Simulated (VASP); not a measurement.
Wanted: the native input for a VASP 6.6.1 run.

* Task: single point
* Functional: HSE06
* Potentials or basis: VASP PAW PBE potentials, release 64 (Li_sv, Br)
* Cutoff: 650 eV
* k mesh: 4 × 4 × 4
* Occupations: gaussian, width 0.01 eV
* Spin: no spin polarisation
* Dipole correction: no
* Grid for exact exchange (PRECFOCK): Normal
* Further INCAR settings: ALGO = Normal; EDIFF = 1e-06; NBANDS = 12
* Share of exact exchange: 0.25
* Screening parameter: 0.2079 1/Å

LiBr:

```xyz
2
Lattice="0.0000 2.7396 2.7396 2.7396 0.0000 2.7396 2.7396 2.7396 0.0000" Properties=species:S:1:pos:R:3 pbc="T T T"
Li    0.0000    0.0000    0.0000
Br    2.7396    2.7396    2.7396
```

One way to write it, as run:

POSCAR

```
LiBr
1.0
    0.0000000000      2.7395650468      2.7395650468
    2.7395650468      0.0000000000      2.7395650468
    2.7395650468      2.7395650468      0.0000000000
Li Br
1 1
Direct
    0.0000000000      0.0000000000      0.0000000000
    0.5000000000      0.5000000000      0.5000000000
```

INCAR.step1

```
SYSTEM = LiBr
  PREC = Accurate
  ENCUT = 650
  EDIFF = 1E-5
  ISMEAR = 0
  SIGMA = 0.01
  LREAL = .False.
  LASPH = .True.
  NELM = 120
  ALGO = Normal
  ISIF = 2
  LWAVE = .True.
  LCHARG = .False.
  GGA = PE
  NBANDS = 12
  GGA_COMPAT = .False.
```

INCAR.step2

```
SYSTEM = LiBr
  PREC = Accurate
  ENCUT = 650
  EDIFF = 1E-6
  ISMEAR = 0
  SIGMA = 0.01
  LREAL = .False.
  LASPH = .True.
  NELM = 120
  ALGO = Normal
  ISIF = 2
  LWAVE = .False.
  LCHARG = .False.
  GGA = PE
  LHFCALC = .True.
  HFSCREEN = 0.2079
  PRECFOCK = Normal
  ISTART = 1
  NBANDS = 12
  GGA_COMPAT = .False.
```

KPOINTS

```
regular mesh
0
Gamma
  4 4 4
  0 0 0
```

Potentials or basis: VASP PAW PBE potentials, release 64 (Li_sv, Br).

Command:

```console
$ cat potpaw_PBE.64/Li_sv/POTCAR potpaw_PBE.64/Br/POTCAR > POTCAR
$ cp INCAR.step1 INCAR
$ mpirun -np 1 vasp_std > vasp.out
$ cp INCAR.step2 INCAR
$ mpirun -np 1 vasp_std > vasp.out
```

Results of the run:

| Item | Value |
| --- | --- |
| Pressure | -0.1 GPa |
| Band gap on the k mesh | 6.21 eV |

Caveat: the k points lie up to 0.50 Å⁻¹ apart; the PAW data sets were made with another functional, which shifts forces and pressure a little.

It took 2.8 min on 1 thread of Intel(R) Xeon(R) Platinum 8488C (Sapphire Rapids), with other jobs on the host, peak memory 0.28 GiB.
